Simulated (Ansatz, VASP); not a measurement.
## One calculation of BaTe, two programs

File INCAR:

```
SYSTEM = BaTe
PREC = Accurate
ENCUT = 520
EDIFF = 1E-6
ISMEAR = 0
SIGMA = 0.1
LREAL = .False.
LASPH = .True.
NELM = 80
ALGO = Normal
ISIF = 2
LWAVE = .False.
LCHARG = .False.
GGA = PE
NBANDS = 15
```

KPOINTS

```
regular mesh
0
Gamma
  4 4 6
  0 0 0
```

The input POSCAR:

```
BaTe
1.0
    4.9327051700      0.0000000000      0.0000000000
    0.0000000000      4.9327051700      0.0000000000
    0.0000000000      0.0000000000      3.5544620400
Ba Te
1 1
Direct
    0.5000000000      0.5000000000      0.0035760100
    0.0000000000      0.0000000000      0.6709462500
```

Input for Ansatz:

```yaml
crystal:
  lattice:
    - [4.93270517, 0.0, 0.0]
    - [0.0, 4.93270517, 0.0]
    - [0.0, 0.0, 3.55446204]
  atoms:
    - { symbol: Ba, position: [0.5, 0.5, 0.00357601] }
    - { symbol: Te, position: [0.0, 0.0, 0.67094625] }
basis:
  ecutwfc: 420
kpoints:
  mp_grid: { grid: [4, 4, 6] }
hamiltonian:
  xc: pbe
scf:
  occupations: { method: gaussian, width: 0.1 }
  lower_state_search: "off"
output:
  forces: true
  stress: true
  eigenvalues: true
```

Alike in both runs: task single point; functional PBE; k mesh 4 × 4 × 6; occupations gaussian, width 0.1 eV; no spin polarisation.

|  | VASP | Ansatz |
| --- | --- | --- |
| version | VASP 6.6.1 | Ansatz 0.2.0 |
| potentials or method | VASP PAW PBE potentials, release 64 (Ba_sv, Te), cutoff 520 eV | scalar-relativistic, plane waves, PAW |
| valence electrons in the cell | 16 | 26 |

VASP gave:

- gap on the k mesh at the Fermi level (eV): none
- pressure (GPa): -1.8
- traceless stress, the component that is largest in VASP (GPa): 7.72
- rms of the force components (eV/Å): 0.122

Estimate Ansatz's values.

gap on the k mesh at the Fermi level (eV): none; pressure (GPa): -2.0; traceless stress, the component that is largest in VASP (GPa): 7.74; rms of the force components (eV/Å): 0.115.

Atom by atom the forces differ by 0.007 eV/Å (rms over components). A gap of «none» marks a metal or a gap that the smearing closes. VASP's potentials hold 16 valence electrons a cell and Ansatz's 26, so a difference there can come from the potentials and not from the codes.

Spin-orbit coupling is off throughout.
